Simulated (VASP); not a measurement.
Runs of VASP 6.6.1 on Rb2Na. The structure is that of space group Fm-3m (No. 225), or close to it. The cells are those of the table. 

```tsv
task	cell	k mesh	cutoff (eV)	gap on the mesh (eV)	pressure (GPa)	relaxed volume (Å³/atom)
single point	a = 6.926 Å, angles 60.0°, 3 atoms	4 × 4 × 4	520	none	(a)	-
relaxation of cell and atoms	relaxed from a = 5.221 Å, angles 60.0°, 3 atoms	4 × 4 × 4	600	none	0.0	80.84
single point	a = 6.999 Å, angles 60.0°, 3 atoms	8 × 8 × 8	520	none	0.0	-
relaxation of cell and atoms	relaxed from a = 6.926 Å, angles 60.0°, 3 atoms	8 × 8 × 8	600	none	0.0	80.64
single point	a = 5.221 Å, angles 60.0°, 3 atoms	4 × 4 × 4	520	none	11.3	-
```

Alike in all rows: level PBE; potentials or basis VASP PAW PBE potentials, release 64 (Rb_sv, Na_pv); no spin polarisation; smearing gaussian 0.1 eV.

**Question.** Estimate the missing entries.

**Answer.** (a) 0.1.

Caveats: some runs use coarse meshes; the volume moved by over 15 % at a fixed basis, so the end points are rough (at least some runs).

A k mesh can miss the band edges, and the runs leave out spin-orbit coupling on Rb.

A gap of «none» marks levels without a gap at the run's occupations.
